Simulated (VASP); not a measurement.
## Pb: relaxation of cell and atoms with PBEsol

Pb:

```
Pb
1.0
     0.00000    3.45665    3.45665
     3.45665    0.00000    3.45665
     3.45665    3.45665    0.00000
Pb
2
Direct
  0.50000 0.50000 0.50000
  0.75000 0.75000 0.75000
```

```json
{
 "Program": "VASP 6.6.1",
 "Task": "relaxation of cell and atoms",
 "Functional": "PBEsol",
 "Potentials or basis": "VASP PAW PBE potentials, release 64 (Pb_d)",
 "Cutoff": "600 eV",
 "k mesh": "10 × 10 × 10",
 "Occupations": "gaussian, width 0.1 eV",
 "Spin": "no spin polarisation",
 "Dipole correction": "no",
 "Further INCAR settings": "ALGO = Normal; EDIFF = 1e-06; IBRION = 2; EDIFFG = -0.01; NSW = 80; ISIF = 3"
}
```

The relaxed volume is 41.15 Å³/atom. The relaxed cell is a = 4.882 Å, b = 4.882 Å, c = 4.882 Å, α = 60.00°, β = 60.00°, γ = 60.00° and the space group after relaxing (to 0.05 Å) is Fd-3m (No. 227). The energy gained by relaxing is 0.0 meV/atom, the ionic steps are 2 and the pressure after relaxing is 0.0 GPa. The band gap on the k mesh is zero (band 14 reaches 4.46 eV, above the bottom of band 15 at 3.33 eV).

Final structure:
```
CELL_PARAMETERS angstrom
0.00000 3.45237 3.45237
3.45237 0.00000 3.45237
3.45237 3.45237 0.00000
ATOMIC_POSITIONS crystal
Pb 0.50000 0.50000 0.50000
Pb 0.75000 0.75000 0.75000
```

Levels at points of the mesh, in eV from the Fermi level:
| k point | band 12 | band 13 | band 14 | band 15 | band 16 | band 17 |
| --- | --- | --- | --- | --- | --- | --- |
| (0.00, 0.00, 0.00) | -4.03 | 0.37 | 0.37 | 0.37 | 2.37 | 2.37 |
| (0.50, 0.00, 0.00) | -7.13 | -1.02 | -0.76 | -0.76 | 3.48 | 3.48 |
| (0.50, 0.50, 0.00) | -8.50 | -1.97 | -1.97 | 0.80 | 0.80 | 7.08 |

It took 40 s on 1 thread of Intel(R) Xeon(R) 6975P-C (Granite Rapids), on a shared host, peak memory 0.27 GiB.

Caveat: the PAW data sets were made with another functional, which shifts forces and pressure a little; spin-orbit coupling is left out, which moves the levels of the heavy elements.
